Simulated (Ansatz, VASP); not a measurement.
# Two plane-wave programs on ScRu3

```
Sc Ru
1.0
     2.29224   -3.73150    0.00000
     2.29224    3.73150    0.00000
     0.00000    0.00000    4.88964
Sc Ru
1 3
Direct
  0.00000 0.00000 0.00000
  0.33995 0.66005 0.50000
  0.66005 0.33995 0.50000
  0.00000 0.00000 0.50000
```

Alike in both runs: functional PBE; k mesh 4 × 4 × 4; occupations gaussian, width 0.1 eV; no spin polarisation.

Ansatz relaxed the structure, and its values are those at the end. VASP's run is a single point on that final structure, the one shown.

|  | VASP | Ansatz |
| --- | --- | --- |
| version | VASP 6.6.1 | Ansatz 0.2.0 |
| potentials or method | VASP PAW PBE potentials, release 64 (Sc_sv, Ru_pv), cutoff 520 eV | scalar-relativistic, plane waves, PAW |
| valence electrons in the cell | 53 | 59 |

Ansatz gave:

* gap on the k mesh at the Fermi level (eV): none
* pressure (GPa): 0.0
* rms of the force components (eV/Å): 0.007

Problem. Which values does VASP return?

Solution. gap on the k mesh at the Fermi level (eV): none; pressure (GPa): 0.2; rms of the force components (eV/Å): 0.020.

A gap of «none» marks a metal or a gap that the smearing closes. With one functional, cell and mesh, what is left measures potentials, basis and numerics. VASP's potentials hold 53 valence electrons a cell and Ansatz's 59, so a difference there can come from the potentials and not from the codes.

The k mesh is coarse, so the values compare programs but aren't converged.
